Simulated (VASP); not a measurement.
The system is CdSe.

```
CELL_PARAMETERS angstrom
4.31278 0.00000 0.00000
-2.15639 3.73498 0.00000
0.00000 0.00000 7.03851
ATOMIC_POSITIONS crystal
Cd 0.66667 0.33333 0.00000
Cd 0.33333 0.66667 0.50000
Se 0.66667 0.33333 0.37500
Se 0.33333 0.66667 0.87500
```

- Program: VASP 6.6.1
- Task: relaxation of cell and atoms
- Functional: PBE
- Potentials or basis: VASP PAW PBE potentials, release 64 (Cd, Se)
- Cutoff: 600 eV
- k mesh: 6 × 6 × 4
- Occupations: gaussian, width 0.05 eV
- Spin: no spin polarisation

At the start: pressure 2.7 GPa; volume 28.34 Å³/atom.

Task: How do energy, volume and symmetry change on relaxing?

Result: Over 3 steps the energy falls by 12.5 meV/atom and the volume is 29.90 Å³/atom (+5.5 %); space group P6_3mc (No. 186, to 0.1 Å) before and after.

The path:
```
step  energy change (eV)  largest force (eV/Å)  pressure (GPa)  volume (Å³)
   1              0.0000                0.0204            2.69       113.38
   2             -0.0463                0.0059           -0.63       121.38
   3             -0.0499                0.0084           -0.01       119.59
```

Final structure:
```
CELL_PARAMETERS angstrom
4.38858 0.00000 0.00000
-2.19429 3.80062 0.00000
0.00000 0.00000 7.17009
ATOMIC_POSITIONS crystal
Cd 0.66667 0.33333 0.99989
Cd 0.33333 0.66667 0.49989
Se 0.66667 0.33333 0.37511
Se 0.33333 0.66667 0.87511
```
